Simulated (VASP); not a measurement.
# WS2 in VASP: single point with PBEsol

Aim: the single point of WS2 with PBEsol.

Everything below comes from runs of VASP 6.6.1. Logs are shortened: lines on timing, memory, paths and dates and some standing lists are left out, and cuts for length are marked.

## (1) The cell of the first run

The cell holds a slab with vacuum, 3 atoms: a = 3.261 Å, b = 2.956 Å, c = 17.757 Å, α = 91.12°, β = 89.37°, γ = 119.49°.

## (2) Single point, PBEsol (atoms moved at random and the cell strained at random)

Contents of INCAR:

```
PREC = Accurate
ENCUT = 500
EDIFF = 1E-6
ISMEAR = 0
SIGMA = 0.05
LREAL = F
LASPH = T
NELM = 120
ALGO = Normal
ISIF = 2
LWAVE = F
LCHARG = T
GGA = PS
LELF = T
LVHAR = T
NBANDS = 20
GGA_COMPAT = F
```

Contents of KPOINTS:

```
regular mesh
0
Gamma
  12 12 2
```

Contents of POSCAR:

```
WS2
1.0
    3.2594020841      0.1059796255      0.0183069659
   -1.5379199941      2.5241431054     -0.0303659079
    0.0986610871     -0.1320046438     17.7563998700
W S
1 2
Direct
    0.3396080873      0.6679915480     -0.0010761996
    0.6664175587      0.3310221597      0.9082315257
    0.6606410206      0.3343196256      0.0928446739
```

Potentials or basis: VASP PAW PBE potentials, release 64 (W_sv, S).

The run is started by

```sh
> cat potpaw_PBE.64/W_sv/POTCAR potpaw_PBE.64/S/POTCAR > POTCAR
> mpirun -np 1 vasp_std > vasp.out
```

OUTCAR:

```text
PREC = Accurate
   ENCUT = 500
   EDIFF = 1E-6
   ISMEAR = 0
   LREAL = F
   LASPH = T
   NELM = 120
   ISIF = 2
   GGA = PS

 ion  position               nearest neighbor table
   1  0.340  0.668  0.999-   2 2.37   3 2.37   2 2.38   3 2.44   2 2.50   3 2.55
   2  0.666  0.331  0.908-   1 2.37   1 2.38   1 2.50
   3  0.661  0.334  0.093-   1 2.37   1 2.44   1 2.55

  LATTYP: Found a triclinic cell.
 ALAT       =     2.9559124502
 B/A-ratio  =     1.0634402483
 C/A-ratio  =     6.0073378106
 COS(alpha) =     0.0070132377
 COS(beta)  =     0.0195112883
 COS(gamma) =     0.4295942601

  Lattice vectors:

 A1 = (  -1.5379199941,   2.5241431054,  -0.0303659079)
 A2 = (   1.7214820900,   2.6301227309,  -0.0120589420)
 A3 = (  -0.0986610871,   0.1320046438, -17.7563998700)

Analysis of symmetry for initial positions (statically):
=====================================================================
 Subroutine PRICEL returns:
 Original cell was already a primitive cell.

 Routine SETGRP: Setting up the symmetry group for a
 triclinic supercell.

 Subroutine GETGRP returns: Found  1 space group operations
 (whereof  1 operations were pure point group operations)
 out of a pool of  2 trial point group operations.

The static configuration has the point symmetry C_1 .

Analysis of symmetry for dynamics (positions and initial velocities):
=====================================================================
 Subroutine PRICEL returns:
 Original cell was already a primitive cell.

 Routine SETGRP: Setting up the symmetry group for a
 triclinic supercell.

 Subroutine GETGRP returns: Found  1 space group operations
 (whereof  1 operations were pure point group operations)
 out of a pool of  2 trial point group operations.

The dynamic configuration has the point symmetry C_1 .

 Subroutine INISYM returns: Found  1 space group operations
 (whereof  1 operations are pure point group operations),
 and found     1 'primitive' translations

----------------------------------------------------------------------------------------

                                     Primitive cell

  volume of cell :     148.9653

  direct lattice vectors                    reciprocal lattice vectors
[... 84 lines left out ...]
   LNONCOLLINEAR =      F non collinear calculations
   LSORBIT =      F    spin-orbit coupling
   LASPH  =      T    aspherical Exc in radial PAW
   ENCUT  =  500.0 eV  36.75 Ry    6.06 a.u.   5.95  5.39 32.38*2*pi/ulx,y,z
   NELM   =    120;   NELMIN=  2; NELMDL= -5     # of ELM steps
   EDIFF  = 0.1E-05   stopping-criterion for ELM
   LREAL  =      F    real-space projection
   EDIFFG = 0.1E-04   stopping-criterion for IOM
   NSW    =      0    number of steps for IOM
   IBRION =     -1    ionic relax: 0-MD 1-quasi-New 2-CG
   NFREE  =      0    steps in history (QN), initial steepest desc. (CG)
   ISIF   =      2    stress and relaxation
   ISYM   =      2    0-nonsym 1-usesym 2-fastsym
   POTIM  = 0.5000    time-step for ionic-motion
   TEBEG  =    0.0;   TEEND  =   0.0 temperature during run
   PSTRESS=    0.0 pullay stress
   NELECT =      26.0000    total number of electrons
   NUPDOWN=      -1.0000    fix difference up-down
   EMIN   =  10.00;   EMAX   =-10.00  energy-range for DOS
   EFERMI =   0.00;   METHOD = LEGACY
   ISMEAR =     0;   SIGMA  =   0.05  broadening in eV -4-tet -1-fermi 0-gaus
   EFERMI_NEDOS =   21; number of points for ismear=-14 and -15
   IALGO  =     38    algorithm
   IMIX   =      4    mixing-type and parameters
     AMIX     =   0.40;   BMIX     =  1.00
     AMIX_MAG =   1.60;   BMIX_MAG =  1.00
  volume/ion in A,a.u.               =      49.66       335.09
  Fermi-wavevector in a.u.,A,eV,Ry     =   0.914894  1.728900 11.388507  0.837032
  Thomas-Fermi vector in A             =   2.039574
   LORBIT       =      0    0 simple, 1 ext, 2 COOP (PROOUT), +10 PAW based schemes
   GGA     = PS    functional components
   LHFCALC =     F    Hartree Fock is set to
   AEXX    =    0.0000 exact exchange contribution
   IVDW    =     0    specifies the selected vdW correction
   LEPSILON=     F    determine dielectric tensor
   LRPA    =     F    only Hartree local field effects (RPA)
 non-spin polarized calculation
 Gauss-broadening in eV      SIGMA  =   0.05
  energy-cutoff  :      500.00
  volume of cell :      148.97
 maximum number of plane-waves:      3828
   NGX = 11   NGY = 11   NGZ = 65

 number of electron      26.0000000 magnetization

 Free energy of the ion-electron system (eV)
  ---------------------------------------------------
  ext. energy  EPLUGINS =         0.00000000
  ---------------------------------------------------
  free energy    TOTEN  =       -24.89382063 eV

  energy without entropy =      -24.89382063  energy(sigma->0) =      -24.89382063

 E-fermi :  -0.7587     XC(G=0):  -4.4907

 val. band max:       -1.1008414130   @ k =   0.3333   0.3333   0.0000
 cond. band min:       0.5673109699   @ k =   0.1667   0.1667   0.0000
 fundamental gap:      1.6681523829
 Fermi energy:        -0.7587063822

 k-point     1 :       0.0000    0.0000    0.0000
  band No.  band energies     occupation
      1     -75.0888      2.00000
      2     -39.3890      2.00000
      3     -39.2208      2.00000
      4     -38.9927      2.00000
      5     -15.9749      2.00000
      6     -14.5350      2.00000
[... 541 lines left out ...]
     19       7.0889      0.00000
     20       7.2390      0.00000

 [... further k-points ...]

------------------------ aborting loop because EDIFF is reached ----------------------------------------

  FORCE on cell =-STRESS in cart. coord.  units (eV):
  Direction    XX          YY          ZZ          XY          YZ          ZX
  --------------------------------------------------------------------------------------
  -------------------------------------------------------------------------------------
  Total       -2.6374401      3.8495528     -3.4963979     -2.8821367      0.4810773     -0.3697448
  in kB      -28.3666588     41.4033855    -37.6050725    -30.9984620      5.1741671     -3.9767441
  external PRESSURE =      -8.1894486 kB  Pullay stress =       0.0000000 kB

 VOLUME and BASIS-vectors are now :
 -----------------------------------------------------------------------------
  energy-cutoff  :      500.00
  volume of cell :      148.97
      direct lattice vectors                 reciprocal lattice vectors
     3.259402084  0.105979625  0.018306966     0.300846552  0.183297272 -0.000308945
    -1.537919994  2.524143105 -0.030365908    -0.012648809  0.388502925  0.002958490
     0.098661087 -0.132004644 17.756399870    -0.000331806  0.000475413  0.056323100

 POSITION                                       TOTAL-FORCE (eV/Angst)
 -----------------------------------------------------------------------------------
      0.17816      1.59024     17.72322        -0.697674     -0.596569      0.786189
      1.75264      0.78628     16.12907         0.470488      0.141536      0.655383
      1.64830      0.90163      1.65053         0.227186      0.455032     -1.441572
 -----------------------------------------------------------------------------------
    total drift:                               -0.000187      0.000071     -0.000007

  FREE ENERGIE OF THE ION-ELECTRON SYSTEM (eV)
  ---------------------------------------------------
  free  energy   TOTEN  =       -24.8938206261 eV

  energy  without entropy=      -24.8938206261  energy(sigma->0) =      -24.89382063
```

stdout:

```text
POSCAR found type information on POSCAR W S
 POSCAR found :  2 types and       3 ions
 scaLAPACK will be used
 -----------------------------------------------------------------------------
|                                                                             |
|                                                                             |
|     You enforced a specific xc type in the INCAR file but a different       |
|     I HOPE YOU KNOW WHAT YOU ARE DOING!                                     |
|                                                                             |
 -----------------------------------------------------------------------------

 LDA part: xc-table for (Slater+PW92), standard interpolation
 POSCAR, INCAR and KPOINTS ok, starting setup
 FFT: planning ... GRIDC
 FFT: planning ... GRID_SOFT
 FFT: planning ... GRID
 WAVECAR not read
 entering main loop
```

Run time: 5.7 min. Hardware: 1 thread of Intel Xeon Platinum 8488C (Sapphire Rapids), shared host; peak memory 0.53 GiB.

What came out:

```
Free energy            : -24.8938 eV
Largest force          : 1.529 eV/Å
Band gap on the k mesh : 1.67 eV, indirect (least direct gap 2.16 eV)
```

Forces in eV/Å, atoms in the order of the input:
```
W   -0.698 -0.597  0.786
S    0.470  0.142  0.655
S    0.227  0.455 -1.442
```

Caveat: the cell differs from its parent crystal (atoms moved at random and the cell strained at random); the PAW data sets were made with another functional, which shifts forces and pressure a little; spin-orbit coupling is left out, which moves the levels of the heavy elements.
